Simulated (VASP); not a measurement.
SiC: single point with PBEsol

Crystal: SiC.

```
Si C
1.0
     0.00000    2.19647    2.19647
     2.19647    0.00000    2.19647
     2.19647    2.19647    0.00000
Si C
1 1
Direct
  0.00118 0.99882 0.00118
  0.74725 0.75275 0.74725
```

```json
{
 "Program": "VASP 6.6.1",
 "Task": "single point",
 "Functional": "PBEsol",
 "Potentials or basis": "VASP PAW PBE potentials, release 64 (Si, C)",
 "Cutoff": "520 eV",
 "k mesh": "10 × 10 × 10",
 "Occupations": "gaussian, width 0.05 eV",
 "Spin": "no spin polarisation"
}
```

The pressure is -4.9 GPa and the largest force is 0.314 eV/Å. The band gap on the k mesh is 1.17 eV, indirect (least direct gap 4.38 eV).

Forces on the atoms (eV/Å):
```
Si   0.000 -0.314  0.000
C    0.000  0.314  0.000
```

Stress tensor (GPa, compression positive):
```
-4.85  0.00 -0.95
 0.00 -4.90  0.00
-0.95  0.00 -4.85
```

Levels at points of the mesh, in eV from the valence-band top:
| k point | band 1 | band 2 | band 3 | band 4 | band 5 | band 6 | band 7 | band 8 | band 9 |
| --- | --- | --- | --- | --- | --- | --- | --- | --- | --- |
| (0.00, 0.00, 0.00) | -15.32 | -0.16 | -0.08 | 0.00 | 5.83 | 6.97 | 7.00 | 7.04 | 14.24 |
| (0.50, 0.00, 0.00) | -11.79 | -8.58 | -1.17 | -1.06 | 5.08 | 6.92 | 7.05 | 9.70 | 15.63 |
| (0.00, 0.50, 0.00) | -11.82 | -8.51 | -1.20 | -1.09 | 5.08 | 6.88 | 7.01 | 9.71 | 15.65 |
| (0.50, 0.50, 0.00) | -10.36 | -7.84 | -3.24 | -3.24 | 1.17 | 4.03 | 13.60 | 13.60 | 14.29 |
| (0.50, 0.00, 0.50) | -10.36 | -7.84 | -3.29 | -3.20 | 1.17 | 4.04 | 13.60 | 13.60 | 14.28 |

It took 15 s on 1 thread of Intel(R) Xeon(R) Platinum 8488C (Sapphire Rapids), on a shared host, peak memory 0.16 GiB.

Caveat: the PAW data sets were made with another functional, which shifts forces and pressure a little. Expect the measured gap to be larger: semilocal functionals such as PBEsol lack the derivative discontinuity.
